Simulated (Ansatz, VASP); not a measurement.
**BeAl in VASP and in Ansatz**

```
CELL_PARAMETERS angstrom
2.70983 0.00000 0.00000
-1.35492 2.34678 0.00000
0.00000 0.00000 4.04738
ATOMIC_POSITIONS crystal
Be 0.00000 0.00000 0.00000
Al 0.33333 0.66667 0.50000
```

Change from the starting cell: species swapped into the MoP type (P-6m2, No. 187).

Alike in both runs: task relaxation of cell and atoms; functional PBE; k mesh 24 × 24 × 14; occupations gaussian, width 0.1 eV; no spin polarisation.

```csv
,VASP,Ansatz
version,VASP 6.6.1,Ansatz 0.2.0
potentials or method,"VASP PAW PBE potentials, release 64 (Be, Al), cutoff 600 eV","scalar-relativistic, plane waves, PAW"
valence electrons in the cell,5,5
```

Ansatz gave:

| Quantity | Value |
| --- | --- |
| gap on the k mesh at the Fermi level, each at its own relaxed structure (eV) | none |
| relaxed volume (Å³/atom) | 12.83 |
| relaxed cell length with the largest relative difference (Å) | 4.019 |

Question: Estimate VASP's values.

Answer: gap on the k mesh at the Fermi level, each at its own relaxed structure (eV): none; relaxed volume (Å³/atom): 12.83; relaxed cell length with the largest relative difference (Å): 4.020.

A gap of «none» marks a metal or a gap that the smearing closes.
